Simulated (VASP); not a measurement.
# Rh (Fm-3m) in VASP: further runs, part 2 of 2

VASP 6.6.1. Earlier steps stand in the parts before.

## (4) Electric field gradients, PBE

This run uses another cell than the first one, of 13.75 Å³/atom, 1.063 times its volume.

File INCAR:

```
ALGO = Normal
EDIFF = 1E-8
ENCUT = 520
GGA = PE
ISIF = 2
ISMEAR = -1
LASPH = True
LCHARG = False
LEFG = True
LREAL = False
LWAVE = False
NBANDS = 14
NELM = 80
PREC = Accurate
SIGMA = 0.03
```

File KPOINTS:

```
k-points
0
Gamma
  16 16 16
```

File POSCAR:

```
Rh
1.0
    0.0000000000      1.9015500000      1.9015500000
    1.9015500000      0.0000000000      1.9015500000
    1.9015500000      1.9015500000      0.0000000000
Rh
1
Direct
    0.0000000000      0.0000000000      0.0000000000
```

Potentials or basis: VASP PAW PBE potentials, release 64 (Rh_pv).

Command:

```
$ cat potpaw_PBE.64/Rh_pv/POTCAR > POTCAR
$ mpirun -np 1 vasp_std > vasp.out
```

OUTCAR:

```text
EDIFF = 1E-8
   ENCUT = 520
   GGA = PE
   ISIF = 2
   ISMEAR = -1
   LASPH = True
   LREAL = False
   NELM = 80
   PREC = Accurate

 ion  position               nearest neighbor table
   1  0.000  0.000  0.000-

  LATTYP: Found a face centered cubic cell.
 ALAT       =     3.8031000000

  Lattice vectors:

 A1 = (   0.0000000000,   1.9015500000,   1.9015500000)
 A2 = (   1.9015500000,   0.0000000000,   1.9015500000)
 A3 = (   1.9015500000,   1.9015500000,   0.0000000000)

Analysis of symmetry for initial positions (statically):
=====================================================================
 Subroutine PRICEL returns:
 Original cell was already a primitive cell.

 Routine SETGRP: Setting up the symmetry group for a
 face centered cubic supercell.

 Subroutine GETGRP returns: Found 48 space group operations
 (whereof 48 operations were pure point group operations)
 out of a pool of 48 trial point group operations.

The static configuration has the point symmetry O_h .

Analysis of symmetry for dynamics (positions and initial velocities):
=====================================================================
 Subroutine PRICEL returns:
 Original cell was already a primitive cell.

 Routine SETGRP: Setting up the symmetry group for a
 face centered cubic supercell.

 Subroutine GETGRP returns: Found 48 space group operations
 (whereof 48 operations were pure point group operations)
 out of a pool of 48 trial point group operations.

The dynamic configuration has the point symmetry O_h .

 Subroutine INISYM returns: Found 48 space group operations
 (whereof 48 operations are pure point group operations),
 and found     1 'primitive' translations

----------------------------------------------------------------------------------------

                                     Primitive cell

  volume of cell :      13.7516

  direct lattice vectors                    reciprocal lattice vectors
     0.000000000  1.901550000  1.901550000    -0.262943388  0.262943388  0.262943388
     1.901550000  0.000000000  1.901550000     0.262943388 -0.262943388  0.262943388
     1.901550000  1.901550000  0.000000000     0.262943388  0.262943388 -0.262943388

  length of vectors
     2.689197800  2.689197800  2.689197800     0.455431308  0.455431308  0.455431308

  position of ions in fractional coordinates (direct lattice)
     0.000000000  0.000000000  0.000000000

  ion indices of the primitive-cell ions
   primitive index   ion index
                 1           1

----------------------------------------------------------------------------------------

 KPOINTS: k-points

Automatic generation of k-mesh.
 Grid dimensions read from file:
 generate k-points for:   16   16   16

 Generating k-lattice:

[... 66 lines left out ...]
   NFREE  =      0    steps in history (QN), initial steepest desc. (CG)
   ISIF   =      2    stress and relaxation
   ISYM   =      2    0-nonsym 1-usesym 2-fastsym
   POTIM  = 0.5000    time-step for ionic-motion
   TEBEG  =    0.0;   TEEND  =   0.0 temperature during run
   PSTRESS=    0.0 pullay stress
   NELECT =      15.0000    total number of electrons
   NUPDOWN=      -1.0000    fix difference up-down
   EMIN   =  10.00;   EMAX   =-10.00  energy-range for DOS
   EFERMI =   0.00;   METHOD = LEGACY
   ISMEAR =    -1;   SIGMA  =   0.03  broadening in eV -4-tet -1-fermi 0-gaus
   EFERMI_NEDOS =   21; number of points for ismear=-14 and -15
   IALGO  =     38    algorithm
   IMIX   =      4    mixing-type and parameters
     AMIX     =   0.40;   BMIX     =  1.00
     AMIX_MAG =   1.60;   BMIX_MAG =  1.00
  volume/ion in A,a.u.               =      13.75        92.80
  Fermi-wavevector in a.u.,A,eV,Ry     =   1.685211  3.184586 38.639656  2.839935
  Thomas-Fermi vector in A             =   2.768095
   LORBIT       =      0    0 simple, 1 ext, 2 COOP (PROOUT), +10 PAW based schemes
   GGA     = PE    functional components
   LHFCALC =     F    Hartree Fock is set to
   AEXX    =    0.0000 exact exchange contribution
   IVDW    =     0    specifies the selected vdW correction
   LEPSILON=     F    determine dielectric tensor
   LRPA    =     F    only Hartree local field effects (RPA)
 non-spin polarized calculation
  energy-cutoff  :      520.00
  volume of cell :       13.75
 maximum number of plane-waves:       388
   NGX =  9   NGY =  9   NGZ =  9

 number of electron      15.0000007 magnetization

 Free energy of the ion-electron system (eV)
  ---------------------------------------------------
  ext. energy  EPLUGINS =         0.00000000
  ---------------------------------------------------
  free energy    TOTEN  =        -7.25445801 eV

  energy without entropy =       -7.24988266  energy(sigma->0) =       -7.25217034

 E-fermi :  11.8848     XC(G=0): -14.0298

 val. band max:       11.8772520824   @ k =   0.4375   0.1250   0.0625
 cond. band min:      11.8876723109   @ k =  -0.3750   0.2500   0.0000
 fundamental gap:      0.0104202286
 Fermi energy:        11.8847989896

 k-point     1 :       0.0000    0.0000    0.0000
  band No.  band energies     occupation
      1     -34.4766      2.00000
      2     -34.4766      2.00000
      3     -34.4766      2.00000
      4       3.9428      2.00000
      5       8.8251      2.00000
      6       8.8251      2.00000
      7       8.8251      2.00000
      8      10.9105      2.00000
      9      10.9105      2.00000
     10      27.8964      0.00000
     11      32.4365      0.00000
     12      33.3563      0.00000
     13      33.3563      0.00000
     14      33.3563      0.00000
[... 377 lines left out ...]
      1     -34.5458      2.00000
      2     -34.4975      2.00000
      3     -34.4820      2.00000
      4       4.3549      2.00000
      5       8.6253      2.00000
      6       8.9709      2.00000
      7       9.0185      2.00000
      8      10.7238      2.00000
      9      10.9358      2.00000
     10      28.4779      0.00000
     11      31.6629      0.00000
     12      32.4381      0.00000
     13      33.4072      0.00000
     14      34.2119      0.00000

 [... further k-points ...]
[... 5 lines left out ...]
  --------------------------------------------------------------------------------------
  -------------------------------------------------------------------------------------
  Total        0.5009979      0.5009979      0.5009979      0.0000000      0.0000000      0.0000000
  in kB       58.3704726     58.3704726     58.3704726      0.0000000      0.0000000      0.0000000
  external PRESSURE =      58.3704726 kB  Pullay stress =       0.0000000 kB

 VOLUME and BASIS-vectors are now :
 -----------------------------------------------------------------------------
  energy-cutoff  :      520.00
  volume of cell :       13.75
      direct lattice vectors                 reciprocal lattice vectors
     0.000000000  1.901550000  1.901550000    -0.262943388  0.262943388  0.262943388
     1.901550000  0.000000000  1.901550000     0.262943388 -0.262943388  0.262943388
     1.901550000  1.901550000  0.000000000     0.262943388  0.262943388 -0.262943388

 POSITION                                       TOTAL-FORCE (eV/Angst)
 -----------------------------------------------------------------------------------
      0.00000      0.00000      0.00000         0.000000      0.000000     -0.000000
 -----------------------------------------------------------------------------------
    total drift:                                0.000000      0.000000      0.000000

  FREE ENERGIE OF THE ION-ELECTRON SYSTEM (eV)
  ---------------------------------------------------
  free  energy   TOTEN  =        -7.2544580097 eV

  energy  without entropy=       -7.2498826627  energy(sigma->0) =       -7.25217034

 Electric field gradients (V/A^2)
---------------------------------------------------------------------
 ion       V_xx      V_yy      V_zz      V_xy      V_xz      V_yz
---------------------------------------------------------------------
   1       0.000    -0.000    -0.000     0.001     0.001     0.001
---------------------------------------------------------------------

 Electric field gradients after diagonalization (V/A^2)
 (convention: |V_zz| > |V_xx| > |V_yy|)
----------------------------------------------------------------------
 ion       V_xx      V_yy      V_zz     asymmetry (V_yy - V_xx)/ V_zz
----------------------------------------------------------------------
   1      -0.001    -0.001     0.001       0.000
----------------------------------------------------------------------

           NMR quadrupolar parameters

 Cq : quadrupolar parameter    Cq=e*Q*V_zz/h
 eta: asymmetry parameters     (V_yy - V_xx)/ V_zz
 Q  : nuclear electric quadrupole moment in mb (millibarn)
----------------------------------------------------------------------
 ion       Cq(MHz)       eta       Q (mb)
----------------------------------------------------------------------
   1       0.000       0.000       1.000
----------------------------------------------------------------------
```

OSZICAR:

```text
N       E                     dE             d eps       ncg     rms          rms(c)
DAV:   1     0.120464781353E+03    0.12046E+03   -0.87108E+03  4082   0.114E+03
DAV:   2    -0.616055361835E+01   -0.12663E+03   -0.12130E+03  4486   0.342E+02
DAV:   3    -0.774516706558E+01   -0.15846E+01   -0.15804E+01  4906   0.419E+01
DAV:   4    -0.775112920802E+01   -0.59621E-02   -0.59619E-02  4642   0.264E+00
DAV:   5    -0.775118138004E+01   -0.52172E-04   -0.52172E-04  4738   0.218E-01    0.101E+01
DAV:   6    -0.727410483463E+01    0.47708E+00   -0.81441E-01  4258   0.124E+01    0.355E+00
DAV:   7    -0.725789740559E+01    0.16207E-01   -0.17465E-02  4690   0.161E+00    0.167E+00
DAV:   8    -0.725461188509E+01    0.32855E-02   -0.35757E-03  4312   0.804E-01    0.208E-01
DAV:   9    -0.725445608437E+01    0.15580E-03   -0.12818E-04  4282   0.158E-01    0.115E-02
DAV:  10    -0.725445788138E+01   -0.17970E-05   -0.31822E-06  4732   0.221E-02    0.332E-03
DAV:  11    -0.725445803102E+01   -0.14964E-06   -0.38840E-07  4588   0.861E-03    0.719E-04
DAV:  12    -0.725445799175E+01    0.39274E-07   -0.78248E-09  3062   0.128E-03    0.834E-05
DAV:  13    -0.725445800602E+01   -0.14267E-07   -0.32364E-10  2144   0.249E-04    0.530E-05
DAV:  14    -0.725445800967E+01   -0.36503E-08   -0.27804E-11  2066   0.702E-05
   1 F= -.72544580E+01 E0= -.72521703E+01  d E =-.457535E-02
```

stdout:

```text
POSCAR found type information on POSCAR Rh
 POSCAR found :  1 types and       1 ions
 scaLAPACK will be used
 LDA part: xc-table for (Slater+PW92), standard interpolation
 POSCAR, INCAR and KPOINTS ok, starting setup
 FFT: planning ... GRIDC
 FFT: planning ... GRID_SOFT
 FFT: planning ... GRID
 WAVECAR not read
 entering main loop
ion   1
```

Run time: 21 s. Hardware: 1 thread of Intel Xeon Platinum 8259CL at 2.50GHz (Skylake/Cascade Lake), shared host; peak memory 0.14 GiB.

What came out:

```yaml
Free_energy: -7.2545 eV
Pressure: 5.8 GPa
```

Caveat: without QUAD_EFG the Cq values of the log hold for a quadrupole moment of 1 mb, not for the nuclei.
